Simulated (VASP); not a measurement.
# BaTiO3 (Pm) in VASP: further runs

Runs on BaTiO3. Level: r2SCAN. Tasks: single point.

Everything below comes from runs of VASP 6.6.1. Logs are shortened: lines on timing, memory, paths and dates and some standing lists are left out, and cuts for length are marked.

### Step 1. The cell of the first run

Symmetry: Pm, No. 6, monoclinic system. The conventional cell has a = 4.053 Å, b = 3.963 Å, c = 12.258 Å, α = 90.00°, β = 97.28°, γ = 90.00°. Within 2.6 Å of Ba (site symmetry m) lie 1 O at 1.98 Å. Ba (site symmetry m) has 12 O at 2.77 to 2.98 Å and 8 Ti at 3.42 to 3.57 Å within 3.7 Å. Ba (site symmetry m) has 12 O at 2.77 to 2.98 Å and 8 Ti at 3.42 to 3.57 Å within 3.7 Å. Within 2.5 Å of Ti (site symmetry m) lie 5 O at 1.85 to 2.21 Å. Within 2.5 Å of Ti (site symmetry m) lie 6 O at 1.85 to 2.21 Å. Ti (site symmetry m) has 6 O at 1.85 to 2.21 Å within 2.5 Å. Within 2.6 Å of O (site symmetry m) lie 1 Ba at 1.98 Å and 2 Ti at 1.99 Å. Within 2.6 Å of O (site symmetry m) lie 2 Ti at 1.99 Å.

### Step 2. Single point, r2SCAN (the part above a cut slid along it)

Input file POSCAR:

```
BaTiO3
1.0
    0.0000000000      2.8579801945     -2.8741509136
   -3.9633322398      0.0000000000      0.0000000000
    0.0000000000      9.7171326614      7.4727923753
Ba Ti O
3 3 9
Direct
    0.6238730935      0.0000000000      0.9196549725
    0.8905397602      0.0000000000      0.2529883058
    0.7572064268      0.0000000000      0.5863216392
    0.4395765313      0.5000000000      0.0915069026
    0.3062431979      0.5000000000      0.4248402359
    0.1729098646      0.5000000000      0.7581735692
    0.4776835497      1.0000000000      0.0802989560
    0.3443502164      1.0000000000      0.4136322893
    0.2110168830      1.0000000000      0.7469656226
   -0.0126247148      0.5000000000      0.0815433816
   -0.1459580482      0.5000000000      0.4148767149
   -0.2792913815      0.5000000000      0.7482100483
    0.4086422069      0.5000000000      0.2435691207
    0.2753088736      0.5000000000      0.5769024541
    0.1419755402      0.5000000000      0.9102357874
```

Input file INCAR.step1:

```
SYSTEM = BaTiO3
  PREC = Accurate
  ENCUT = 520
  ISMEAR = 0
  SIGMA = 0.05
  LREAL = Auto
  LASPH = .TRUE.
  NELM = 100
  NBANDS = 73
  GGA = PE
  ALGO = Normal
  EDIFF = 1E-4
  LWAVE = .TRUE.
  LCHARG = .FALSE.
```

Input file INCAR.step2:

```
SYSTEM = BaTiO3
  PREC = Accurate
  ENCUT = 520
  EDIFF = 1E-6
  ISMEAR = 0
  SIGMA = 0.05
  LREAL = Auto
  LASPH = .TRUE.
  NELM = 100
  ALGO = Normal
  ISIF = 2
  LWAVE = .FALSE.
  LCHARG = .FALSE.
  METAGGA = R2SCAN
  LMIXTAU = .TRUE.
  NBANDS = 73
  ISTART = 1
```

Input file KPOINTS:

```
regular mesh
0
G
  6 6 2
  0 0 0
```

Potentials or basis: VASP PAW PBE potentials, release 64 (Ba_sv, Ti_sv, O).

The run is started by

```
cat potpaw_PBE.64/Ba_sv/POTCAR potpaw_PBE.64/Ti_sv/POTCAR potpaw_PBE.64/O/POTCAR > POTCAR
cp INCAR.step1 INCAR
mpirun -np 1 vasp_std > vasp.out
cp INCAR.step2 INCAR
mpirun -np 1 vasp_std > vasp.out
```

OUTCAR:

```text
SYSTEM = BaTiO3
   PREC = Accurate
   ENCUT = 520
   EDIFF = 1E-6
   ISMEAR = 0
   LREAL = Auto
   LASPH = .TRUE.
   NELM = 100
   ISIF = 2
   METAGGA = R2SCAN
   ISTART = 1

 ion  position               nearest neighbor table
   1  0.624  0.000  0.920-   7 1.98  15 2.80  15 2.80   9 2.86  12 2.88  12 2.88  15 2.88  15 2.88
                             4 2.92   4 2.92   9 2.98  10 3.28  10 3.28   6 3.42   6 3.42   6 3.48
   2  0.891  0.000  0.253-   8 2.77  11 2.80  11 2.80  13 2.80  13 2.80   7 2.86   8 2.86  10 2.88
                            10 2.88  13 2.88  13 2.88   7 2.98   4 3.42   4 3.42   4 3.48   4 3.48
   3  0.757  0.000  0.586-   9 2.77  14 2.80  14 2.80  12 2.80  12 2.80   9 2.86   8 2.86  14 2.88
                            14 2.88  11 2.88  11 2.88   8 2.98   5 3.42   5 3.42   6 3.48   6 3.48
   4  0.440  0.500  0.092-  13 1.85  10 1.85   7 1.99   7 1.99  10 2.21   1 2.92   1 2.92   2 3.42
                             2 3.42   2 3.48   2 3.48
   5  0.306  0.500  0.425-  11 1.85  14 1.85   8 1.99   8 1.99  11 2.21  13 2.21   3 3.42   3 3.42
                             2 3.48   2 3.48   3 3.48   3 3.48   2 3.57   2 3.57
   6  0.173  0.500  0.758-  12 1.85  15 1.85   9 1.99   9 1.99  14 2.21  12 2.21   1 3.42   1 3.42
                             3 3.48   3 3.48   1 3.48   1 3.48   3 3.57   3 3.57
   7  0.478  0.000  0.080-   1 1.98   4 1.99   4 1.99   2 2.86   2 2.98
   8  0.344  0.000  0.414-   5 1.99   5 1.99   2 2.77   3 2.86   2 2.86   3 2.98
   9  0.211  0.000  0.747-   6 1.99   6 1.99   3 2.77   3 2.86   1 2.86   1 2.98
  10  0.987  0.500  0.082-   4 1.85   4 2.21   2 2.88   2 2.88   1 3.28   1 3.28
  11  0.854  0.500  0.415-   5 1.85   5 2.21   2 2.80   2 2.80   3 2.88   3 2.88
  12  0.721  0.500  0.748-   6 1.85   6 2.21   3 2.80   3 2.80   1 2.88   1 2.88
  13  0.409  0.500  0.244-   4 1.85   5 2.21   2 2.80   2 2.80   2 2.88   2 2.88
  14  0.275  0.500  0.577-   5 1.85   6 2.21   3 2.80   3 2.80   3 2.88   3 2.88
  15  0.142  0.500  0.910-   6 1.85   1 2.80   1 2.80   1 2.88   1 2.88

  LATTYP: Found a simple monoclinic cell.
 ALAT       =     4.0532449058
 B/A-ratio  =     0.9778171149
 C/A-ratio  =     3.0243113252
 COS(beta)  =    -0.1266647837

  Lattice vectors:

 A1 = (   0.0000000000,   2.8579801945,  -2.8741509136)
 A2 = (   3.9633322398,   0.0000000000,   0.0000000000)
 A3 = (   0.0000000000,  -9.7171326614,  -7.4727923753)

Analysis of symmetry for initial positions (statically):
=====================================================================
 Subroutine PRICEL returns:
 Original cell was already a primitive cell.

 Routine SETGRP: Setting up the symmetry group for a
 simple monoclinic supercell.

 Subroutine GETGRP returns: Found  2 space group operations
 (whereof  2 operations were pure point group operations)
 out of a pool of  4 trial point group operations.

The static configuration has the point symmetry C_1h.

Analysis of symmetry for dynamics (positions and initial velocities):
=====================================================================
 Subroutine PRICEL returns:
 Original cell was already a primitive cell.

 Routine SETGRP: Setting up the symmetry group for a
 simple monoclinic supercell.

 Subroutine GETGRP returns: Found  2 space group operations
 (whereof  2 operations were pure point group operations)
 out of a pool of  4 trial point group operations.

The dynamic configuration has the point symmetry C_1h.

 Subroutine INISYM returns: Found  2 space group operations
 (whereof  2 operations are pure point group operations),
 and found     1 'primitive' translations

----------------------------------------------------------------------------------------

                                     Primitive cell

  volume of cell :     195.3352

  direct lattice vectors                    reciprocal lattice vectors
     0.000000000  2.857980195 -2.874150914     0.000000000  0.151622231 -0.197159677
    -3.963332240  0.000000000  0.000000000    -0.252312938  0.000000000  0.000000000
     0.000000000  9.717132661  7.472792375     0.000000000  0.058316243  0.057988140

  length of vectors
     4.053244906  3.963332240 12.258274473     0.248719198  0.252312938  0.082239945

  position of ions in fractional coordinates (direct lattice)
[... 47 lines left out ...]
     0.000000000  0.029158121  0.028994070     0.000000000  0.000000000  0.500000000

  Length of vectors
     0.041453200  0.042052156  0.041119973

  Shift w.r.t. Gamma in fractional coordinates (k-lattice)
     0.000000000  0.000000000  0.000000000

 Subroutine IBZKPT returns following result:
 ===========================================

 Found     32 irreducible k-points:

 Following reciprocal coordinates:
            Coordinates               Weight
  0.000000  0.000000  0.000000      1.000000
  0.166667  0.000000 -0.000000      2.000000
  0.333333  0.000000  0.000000      2.000000
  0.500000  0.000000  0.000000      1.000000
  0.000000  0.166667  0.000000      2.000000
  0.166667  0.166667 -0.000000      4.000000
[... 16 lines left out ...]
  0.333333  0.166667  0.500000      4.000000
  0.500000  0.166667  0.500000      2.000000
 [... further k-points ...]
   k-points           NKPTS =     32   k-points in BZ     NKDIM =     32   number of bands    NBANDS=     73
   number of dos      NEDOS =    301   number of ions     NIONS =     15
   total plane-waves  NPLWV =  86400
   dimension x,y,z NGX =    30 NGY =   30 NGZ =   96
   dimension x,y,z NGXF=    60 NGYF=   60 NGZF=  192
   ions per type =               3   3   9
   NGX,Y,Z   is equivalent  to a cutoff of  12.30, 12.58, 13.02 a.u.
   NGXF,Y,Z  is equivalent  to a cutoff of  24.61, 25.17, 26.04 a.u.
 SYSTEM =  BaTiO3
   PREC   = accura    normal or accurate (medium, high low for compatibility)
   ISTART =      1    job   : 0-new  1-cont  2-samecut
   ICHARG =      0    charge: 1-file 2-atom 10-const
   ISPIN  =      1    spin polarized calculation?
   LNONCOLLINEAR =      F non collinear calculations
   LSORBIT =      F    spin-orbit coupling
   LASPH  =      T    aspherical Exc in radial PAW
   ENCUT  =  520.0 eV  38.22 Ry    6.18 a.u.   7.54  7.37 22.79*2*pi/ulx,y,z
   NELM   =    100;   NELMIN=  2; NELMDL=  0     # of ELM steps
   EDIFF  = 0.1E-05   stopping-criterion for ELM
   LREAL  =      T    real-space projection
   EDIFFG = 0.1E-04   stopping-criterion for IOM
   NSW    =      0    number of steps for IOM
   IBRION =     -1    ionic relax: 0-MD 1-quasi-New 2-CG
   NFREE  =      0    steps in history (QN), initial steepest desc. (CG)
   ISIF   =      2    stress and relaxation
   ISYM   =      2    0-nonsym 1-usesym 2-fastsym
   POTIM  = 0.5000    time-step for ionic-motion
   TEBEG  =    0.0;   TEEND  =   0.0 temperature during run
   PSTRESS=    0.0 pullay stress
   NELECT =     120.0000    total number of electrons
   NUPDOWN=      -1.0000    fix difference up-down
   EMIN   =  10.00;   EMAX   =-10.00  energy-range for DOS
   EFERMI =   0.00;   METHOD = LEGACY
   ISMEAR =     0;   SIGMA  =   0.05  broadening in eV -4-tet -1-fermi 0-gaus
   EFERMI_NEDOS =   21; number of points for ismear=-14 and -15
   IALGO  =     38    algorithm
   IMIX   =      4    mixing-type and parameters
     AMIX     =   0.40;   BMIX     =  1.00
     AMIX_MAG =   1.60;   BMIX_MAG =  1.00
  volume/ion in A,a.u.               =      13.02        87.88
  Fermi-wavevector in a.u.,A,eV,Ry     =   1.391688  2.629908 26.351685  1.936794
  Thomas-Fermi vector in A             =   2.515503
   LORBIT       =      0    0 simple, 1 ext, 2 COOP (PROOUT), +10 PAW based schemes
   METAGGA = R2SCAN    functional components
   LHFCALC =     F    Hartree Fock is set to
   AEXX    =    0.0000 exact exchange contribution
   IVDW    =     0    specifies the selected vdW correction
   LEPSILON=     F    determine dielectric tensor
   LRPA    =     F    only Hartree local field effects (RPA)
 non-spin polarized calculation
 Gauss-broadening in eV      SIGMA  =   0.05
  energy-cutoff  :      520.00
  volume of cell :      195.34
 maximum number of plane-waves:      5308
   NGX = 15   NGY = 15   NGZ = 45

 number of electron     119.9999987 magnetization

 Free energy of the ion-electron system (eV)
  ---------------------------------------------------
  ext. energy  EPLUGINS =         0.00000000
  ---------------------------------------------------
  free energy    TOTEN  =      -216.83302229 eV

  energy without entropy =     -216.83302229  energy(sigma->0) =     -216.83302229

 E-fermi :   4.3373     XC(G=0): -11.7766

 val. band max:        3.9708893844   @ k =   0.5000   0.0000   0.5000
 cond. band min:       5.4754017644   @ k =   0.0000   0.0000   0.0000
 fundamental gap:      1.5045123801
 Fermi energy:         4.3372616516

 k-point     1 :       0.0000    0.0000    0.0000
  band No.  band energies     occupation
      1     -55.8711      2.00000
      2     -55.1630      2.00000
      3     -54.4394      2.00000
      4     -31.2347      2.00000
      5     -31.1425      2.00000
      6     -30.9549      2.00000
[... 1789 lines left out ...]
     71       9.2932      0.00000
     72       9.3899      0.00000

 [... further k-points ...]

 [bands above 72 left out]

------------------------ aborting loop because EDIFF is reached ----------------------------------------

  FORCE on cell =-STRESS in cart. coord.  units (eV):
  Direction    XX          YY          ZZ          XY          YZ          ZX
  --------------------------------------------------------------------------------------
  -------------------------------------------------------------------------------------
  Total        6.4621755      5.9786571     23.1898582      0.0000000     17.5072166      0.0000000
  in kB       53.0040214     49.0381093    190.2077300      0.0000000    143.5975979      0.0000000
  external PRESSURE =      97.4166202 kB  Pullay stress =       0.0000000 kB

 VOLUME and BASIS-vectors are now :
 -----------------------------------------------------------------------------
  energy-cutoff  :      520.00
  volume of cell :      195.34
      direct lattice vectors                 reciprocal lattice vectors
     0.000000000  2.857980195 -2.874150914     0.000000000  0.151622231 -0.197159677
    -3.963332240  0.000000000  0.000000000    -0.252312938  0.000000000  0.000000000
     0.000000000  9.717132661  7.472792375     0.000000000  0.058316243  0.057988140

 POSITION                                       TOTAL-FORCE (eV/Angst)
 -----------------------------------------------------------------------------------
      0.00000     10.71943      5.07929         0.000000     -7.059738    -10.858690
      0.00000      5.00347     -0.66902         0.000000      0.189989      0.036166
      0.00000      7.86145      2.20513         0.000000      0.324960      0.281154
     -1.98167      2.14549     -0.57960         0.000000      1.315673      4.186234
     -1.98167      5.00347      2.29455         0.000000      0.736390      0.469178
     -1.98167      7.86145      5.16870         0.000000      0.494852      0.106675
      0.00000      2.14549     -0.77288         0.000000      5.429104      7.784409
      0.00000      5.00347      2.10127         0.000000     -0.230306     -0.216506
      0.00000      7.86145      4.97542         0.000000     -0.113306     -0.211928
     -1.98167      3.61427     -2.22851         0.000000      1.761096      2.365667
     -1.98167      6.47225      0.64564         0.000000     -0.315779     -0.039364
     -1.98167      9.33023      3.51979         0.000000     -0.246968      0.192202
     -1.98167      3.53468      0.64564         0.000000     -0.643150     -0.614566
     -1.98167      6.39266      3.51979         0.000000     -0.499530     -0.495350
     -1.98167      9.25065      6.39394         0.000000     -1.143289     -2.985281
 -----------------------------------------------------------------------------------
    total drift:                               -0.000000     -0.020293      0.036377

  FREE ENERGIE OF THE ION-ELECTRON SYSTEM (eV)
  ---------------------------------------------------
  free  energy   TOTEN  =      -216.8330222916 eV

  energy  without entropy=     -216.8330222916  energy(sigma->0) =     -216.83302229
```

Run time: 32 min. Hardware: 1 thread of Intel Xeon Platinum 8488C (Sapphire Rapids), shared host; peak memory 0.48 GiB.

What came out:

```
Free energy            : -216.8330 eV
Pressure               : 9.7 GPa
Largest force          : 12.952 eV/Å
Band gap on the k mesh : 1.50 eV (least direct gap 1.59 eV)
```

Forces on the atoms (eV/Å):
```
Ba    0.000  -7.060 -10.859
Ba    0.000   0.190   0.036
Ba    0.000   0.325   0.281
Ti    0.000   1.316   4.186
Ti    0.000   0.736   0.469
Ti    0.000   0.495   0.107
O     0.000   5.429   7.784
O     0.000  -0.230  -0.217
O     0.000  -0.113  -0.212
O     0.000   1.761   2.366
O     0.000  -0.316  -0.039
O     0.000  -0.247   0.192
O     0.000  -0.643  -0.615
O     0.000  -0.500  -0.495
O     0.000  -1.143  -2.985
```

Stress tensor (GPa, compression positive):
```
 5.30  0.00  0.00
 0.00  4.90 14.36
 0.00 14.36 19.02
```

Levels at points of the mesh, in eV from the valence-band top:
```tsv
k point	band 57	band 58	band 59	band 60	band 61	band 62	band 63	band 64
(0.00, 0.00, 0.00)	-0.98	-0.79	-0.67	-0.09	1.50	1.72	1.81	2.23
(0.50, 0.00, 0.00)	-1.16	-1.01	-0.51	-0.01	1.77	2.71	2.93	2.98
(0.00, 0.50, 0.00)	-1.26	-0.90	-0.27	-0.05	1.99	2.33	2.86	2.90
(0.50, 0.50, 0.00)	-0.65	-0.30	-0.08	-0.04	2.45	2.90	3.39	3.45
(0.00, 0.00, 0.50)	-1.12	-0.78	-0.67	-0.09	1.51	1.75	1.77	2.23
(0.50, 0.00, 0.50)	-1.18	-1.01	-0.54	0.00	1.79	2.74	2.90	2.99
(0.00, 0.50, 0.50)	-1.19	-0.83	-0.33	-0.06	1.97	2.32	2.90	3.02
(0.50, 0.50, 0.50)	-0.65	-0.34	-0.04	-0.02	2.45	2.91	3.40	3.53
```

Caveat: the cell differs from its parent crystal (the part above a cut slid along it); the stress differs along the axes, from 5 to 19 GPa; the PAW data sets were made with another functional, which shifts forces and pressure a little; spin-orbit coupling is left out, which moves the levels of the heavy elements.

[end of part 1 of 2]
